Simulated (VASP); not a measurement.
Input of a VASP 6.6.1 run:

File INCAR:

```
  PREC = Accurate
  ENCUT = 520
  EDIFF = 1E-6
  ISMEAR = 0
  SIGMA = 0.15
  LREAL = False
  LASPH = True
  NELM = 60
  ALGO = Normal
  ISIF = 2
  LWAVE = False
  LCHARG = False
  GGA = PS
  NBANDS = 24
```

The input KPOINTS:

```
Automatic mesh
0
Gamma
  12 12 8
```

POSCAR

```
TiC
1.0
    0.0000000000     -2.1466854677     -2.1466854677
    0.0000000000      2.1466854677     -2.1466854677
    4.2933709355      0.0000000000      0.0000000000
Ti C
2 2
Direct
    0.5000000000      0.5000000000      0.5000000000
    0.0000000000      0.0000000000      0.0000000000
    0.5000000000      0.5000000000      0.0000000000
    0.0000000000      0.0000000000      0.5000000000
```

Potentials or basis: VASP PAW PBE potentials, release 64 (Ti_sv, C).

Run with:

```bash
$ cat potpaw_PBE.64/Ti_sv/POTCAR potpaw_PBE.64/C/POTCAR > POTCAR
$ mpirun -np 1 vasp_std > vasp.out
```

Q: Predict the band gap on the k mesh.

A: Zero (band 16 reaches 10.29 eV, above the bottom of band 17 at 9.20 eV).

Q: Estimate the pressure.

A: 0.2 GPa.

Caveat: the PAW data sets were made with another functional, which shifts forces and pressure a little.
